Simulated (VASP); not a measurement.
BN:

```
CELL_PARAMETERS angstrom
0.00000 1.73263 1.83514
1.73263 0.00000 1.83514
1.73263 1.73263 0.00000
ATOMIC_POSITIONS crystal
B 0.00000 0.00000 0.00000
N 0.25000 0.25000 0.25000
```

This cell differs from its parent crystal: epitaxial xy strain -4.0%.

Base run:

```yaml
Program: VASP 6.6.1
Functional: r2SCAN
Potentials_or_basis: VASP PAW PBE potentials, release 64 (B, N)
Cutoff: 520 eV
k_mesh: 12 × 12 × 12
Occupations: gaussian, width 0.01 eV
Spin: no spin polarisation
```

Its results: band gap on the k mesh 4.49 eV, indirect (least direct gap 9.54 eV); pressure 30.0 GPa.

**Question.** The run is repeated on the same cell with these changes: functional from r2SCAN to PBE; occupations from gaussian, width 0.01 eV to fermi-dirac, width 0.02 eV. What comes out?

**Answer.** Band gap on the k mesh 3.98 eV, indirect (least direct gap 8.83 eV); pressure 33.6 GPa.

Caveats: the PAW data sets were made with another functional, which shifts forces and pressure a little (some runs).

A k mesh can miss the band edges.
